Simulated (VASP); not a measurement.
A run of VASP 6.6.1:

POSCAR

```
HgPd
1.0
    3.0299525574      0.0000000000      0.0000000000
    0.0000000000      3.1663004225      0.0000000000
    0.0000000000      0.0000000000      3.6920000000
Hg Pd
1 1
Direct
    0.0000000000      0.0000000000      0.0000000000
    0.5000000000      0.5000000000      0.5000000000
```

Contents of INCAR.step1:

```
PREC = Accurate
ENCUT = 520
ISMEAR = 0
SIGMA = 0.15
LREAL = False
LASPH = True
NELM = 100
NBANDS = 18
GGA = PE
ALGO = Normal
EDIFF = 1E-4
LWAVE = True
LCHARG = False
```

The input INCAR.step2:

```
PREC = Accurate
ENCUT = 520
EDIFF = 1E-6
ISMEAR = 0
SIGMA = 0.15
LREAL = False
LASPH = True
NELM = 100
ALGO = Normal
ISIF = 2
LWAVE = False
LCHARG = False
METAGGA = R2SCAN
LMIXTAU = True
NBANDS = 18
ISTART = 1
```

The input KPOINTS:

```
regular mesh
0
Gamma
  16 16 14
```

Potentials or basis: VASP PAW PBE potentials, release 64 (Hg, Pd).

Run with:

```console
$ cat potpaw_PBE.64/Hg/POTCAR potpaw_PBE.64/Pd/POTCAR > POTCAR
$ cp INCAR.step1 INCAR
$ mpirun -np 1 vasp_std > vasp.out
$ cp INCAR.step2 INCAR
$ mpirun -np 1 vasp_std > vasp.out
```

Hardware: 1 thread of AMD EPYC 9R45 96-Core Processor (Zen 5), with other jobs on the host.

Q: Estimate the wall time of this run.

A: Wall time 7.8 min on 1 thread of AMD EPYC 9R45 96-Core Processor (Zen 5) (shared host), peak memory 0.48 GiB. Counts: k points 648.
